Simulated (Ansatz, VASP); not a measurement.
## HPbNO4: VASP beside Ansatz

```
H Pb N O
1.0
     4.11825    0.00000    0.00000
     1.98045    3.76114    0.00000
     2.00508    1.25289    6.15309
H Pb N O
1 1 1 4
Direct
  0.89145 0.68202 0.62796
  0.14426 0.92872 0.88352
  0.25670 0.28861 0.30171
  0.83108 0.65056 0.78405
  0.38694 0.22380 0.11295
  0.31104 0.03576 0.45856
  0.07726 0.60633 0.32275
```

Alike in both runs: task single point; functional PBE; k mesh 7 × 7 × 5; occupations fermi-dirac, width 0.05 eV; no spin polarisation.

|  | VASP | Ansatz |
| --- | --- | --- |
| version | VASP 6.6.1 | Ansatz 0.2.0 |
| potentials or method | VASP PAW PBE potentials, release 64 (H, Pb_d, N, O) | Ansatz PAW |
| plane-wave cutoff (eV) | 520 | 420 |
| valence electrons in the cell | 44 | 44 |

|  | VASP | Ansatz | Ansatz less VASP |
| --- | --- | --- | --- |
| gap on the k mesh at the Fermi level (eV) | 2.83 | 2.86 | +0.027 |
| least direct gap on the mesh (eV) | 2.86 | 2.89 | +0.027 |
| pressure (GPa) | 7.5 | 6.6 | -0.86 |
| traceless stress, the component that is largest in VASP (GPa) | -5.18 | -4.08 | +1.106 |
| rms of the force components (eV/Å) | 0.883 | 0.688 | -0.1958 |

Atom by atom the forces differ by 0.200 eV/Å (rms over components). With one functional, cell and mesh, what is left measures potentials, basis and numerics.

Neither program's run includes spin-orbit coupling. Noted on VASP's run: the standard files for N, O and F lose accuracy on very short bonds. Noted on Ansatz's run: odd divisions of the mesh miss points on the zone boundary, where band edges often lie, so the gap on the mesh can be too wide.
